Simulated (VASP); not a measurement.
Input of a VASP 6.6.1 run:

The input POSCAR:

```
Ta
1.0
   -1.6522866611      1.6522866611      1.6522866611
    1.6522866611     -1.6522866611      1.6522866611
    1.6522866611      1.6522866611     -1.6522866611
Ta
1
Direct
    0.0000000000      0.0000000000      0.0000000000
```

Contents of INCAR.step1:

```
PREC     = Accurate       # precision mode
ENCUT    = 520            # plane-wave cutoff, eV
ISMEAR   = 0              # smearing method
SIGMA    = 0.1            # smearing width, eV
LREAL    = F              # projectors in reciprocal space
LASPH    = T              # aspherical terms in the spheres
NELM     = 100            # most SCF steps
NBANDS   = 12             # bands
GGA      = PE             # functional
ALGO     = Normal         # electronic algorithm
EDIFF    = 1E-4           # SCF threshold, eV
LWAVE    = T              # write WAVECAR
LCHARG   = F              # write CHGCAR
```

The input INCAR.step2:

```
PREC     = Accurate       # precision mode
ENCUT    = 520            # plane-wave cutoff, eV
EDIFF    = 1E-6           # SCF threshold, eV
ISMEAR   = 0              # smearing method
SIGMA    = 0.1            # smearing width, eV
LREAL    = F              # projectors in reciprocal space
LASPH    = T              # aspherical terms in the spheres
NELM     = 100            # most SCF steps
ALGO     = Normal         # electronic algorithm
ISIF     = 2              # what is computed and relaxed
LWAVE    = F              # write WAVECAR
LCHARG   = T              # write CHGCAR
METAGGA  = R2SCAN         # meta-GGA
LMIXTAU  = T            
LELF     = T              # ELF
LVHAR    = T            
NBANDS   = 12             # bands
ISTART   = 1
```

The input KPOINTS:

```
Automatic mesh
0
Gamma
  18 18 18
```

Potentials or basis: VASP PAW PBE potentials, release 64 (Ta_pv).

The run is started by

```bash
$ cat potpaw_PBE.64/Ta_pv/POTCAR > POTCAR
$ cp INCAR.step1 INCAR
$ mpirun -np 1 vasp_std > vasp.out
$ cp INCAR.step2 INCAR
$ mpirun -np 1 vasp_std > vasp.out
```

**Question.** Estimate the pressure.

**Answer.** 0.6 GPa.

Caveat: the PAW data sets were made with another functional, which shifts forces and pressure a little.
